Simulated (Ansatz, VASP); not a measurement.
# One calculation of TiC, two programs

```
CELL_PARAMETERS angstrom
0.00000 2.05814 2.11230
2.05814 0.00000 2.11230
2.05814 2.05814 0.00000
ATOMIC_POSITIONS crystal
Ti 0.00000 0.00000 0.00000
C 0.50000 0.50000 0.50000
```

Change from the starting cell: strain -0.050 along x and y, -0.025 along z, atoms carried along.

Alike in both runs: task single point; functional PBE; k mesh 24 × 24 × 24; occupations gaussian, width 0.15 eV; no spin polarisation.

|  | VASP | Ansatz |
| --- | --- | --- |
| version | VASP 6.6.1 | Ansatz 0.2.0 |
| potentials or method | VASP PAW PBE potentials, release 64 (Ti_sv, C), cutoff 520 eV | scalar-relativistic, plane waves, PAW |
| valence electrons in the cell | 16 | 16 |

|  | VASP | Ansatz | Ansatz less VASP |
| --- | --- | --- | --- |
| gap on the k mesh at the Fermi level (eV) | none | none | - |
| pressure (GPa) | 41.9 | 41.8 | -0.10 |
| traceless stress, the component that is largest in VASP (GPa) | -11.18 | -11.16 | +0.020 |

A gap of «none» marks a metal or a gap that the smearing closes. Both programs put the cell under a high pressure, so it lies far from rest at this level.
